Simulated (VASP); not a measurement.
Input of a VASP 6.6.1 run:

INCAR

```
SYSTEM = BaS
PREC = Accurate ; ENCUT = 520
EDIFF = 1E-6 ; ISMEAR = -1
SIGMA = 0.0689 ; LREAL = Auto
LASPH = .TRUE. ; NELM = 80
ALGO = Normal ; ISIF = 2
LWAVE = .FALSE. ; LCHARG = .TRUE.
GGA = PS ; LELF = .TRUE.
LVHAR = .TRUE. ; NBANDS = 78
```

Contents of KPOINTS:

```
Automatic mesh
0
Gamma
  2 2 2
  0.5 0.5 0.5
```

Contents of POSCAR:

```
BaS
1.0
   -6.4298025573     -6.4298025573      0.0000000000
    0.0000000000     -6.4298025573      6.4298025573
   -6.4298025573      0.0000000000      6.4298025573
Ba S
8 8
Direct
    0.4784939308      0.0122915905     -0.0020401093
    0.0015960055      0.0027877994      0.0067484187
    0.4967268390      0.4946418606     -0.0060607615
    0.0143064269      0.4841754428      0.0076413699
    0.5010078414     -0.0032060860      0.4913408261
   -0.0000315717      0.0033973049      0.4950083570
    0.5074777135      0.5019646360      0.4986220761
    0.0051391936      0.5004584466      0.4999803604
    0.7750218542      0.2433083265      0.2608692079
    0.2415640272      0.2454641470      0.2418371305
    0.7443858435      0.7519627480      0.2699709648
    0.2288888324      0.7502376561      0.2647989553
    0.7514853616      0.2564244369      0.7655458245
    0.2561725629      0.2684391915      0.7453698550
    0.7533033801      0.7264083086      0.7427400698
    0.2289759268      0.7726999322      0.7463887044
```

Potentials or basis: VASP PAW PBE potentials, release 64 (Ba_sv, S).

Launch:

```sh
$ cat potpaw_PBE.64/Ba_sv/POTCAR potpaw_PBE.64/S/POTCAR > POTCAR
$ mpirun -np 1 vasp_std > vasp.out
```

What does it give for the largest force?

1.140 eV/Å.

Predict the pressure.

-0.6 GPa.

Forces on the atoms (eV/Å):
```
Ba  -0.621 -0.122 -0.611
Ba   0.242  0.162 -0.108
Ba  -0.108 -0.319  0.412
Ba   1.020 -0.212  0.464
Ba  -0.253 -0.057  0.363
Ba  -0.479  0.508  0.247
Ba   0.094 -0.035  0.060
Ba   0.008  0.271 -0.026
S    0.911  0.366  0.095
S   -0.592 -0.287  0.134
S    0.331 -0.158 -0.461
S   -0.223 -0.582 -0.361
S    0.275  0.337 -0.387
S   -0.040  0.306 -0.329
S    0.046 -0.123  0.726
S   -0.611 -0.055 -0.216
```

Caveat: the atoms stand as in a frame of molecular dynamics; the PAW data sets were made with another functional, which shifts forces and pressure a little.
